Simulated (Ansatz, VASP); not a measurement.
**One calculation of NaCl, two programs**

```
Na Cl
1.0
     4.72108    0.00000    0.00000
    -2.36054    4.08857    0.00000
     0.00000    0.00000    5.56948
Na Cl
2 2
Direct
  0.33333 0.66667 0.93750
  0.66667 0.33333 0.43750
  0.33333 0.66667 0.43750
  0.66667 0.33333 0.93750
```

Alike in both runs: task single point; functional PBEsol; k mesh 6 × 6 × 4; no spin polarisation.

|  | VASP | Ansatz |
| --- | --- | --- |
| version | VASP 6.6.1 | Ansatz 0.2.0 |
| potentials or method | VASP PAW PBE potentials, release 64 (Na_pv, Cl) | plane waves, PAW |
| plane-wave cutoff (eV) | 520 | 420 |
| occupations | gaussian, width 0.01 eV | fixed |
| valence electrons in the cell | 28 | 32 |

|  | VASP | Ansatz | Ansatz less VASP |
| --- | --- | --- | --- |
| gap on the k mesh at the Fermi level (eV) | 4.73 | 4.73 | +0.004 |

VASP's potentials were made for PBE, not for PBEsol. VASP's potentials hold 28 valence electrons a cell and Ansatz's 32, so a difference there can come from the potentials and not from the codes. Ansatz's warnings: structure snapped to symmetry.
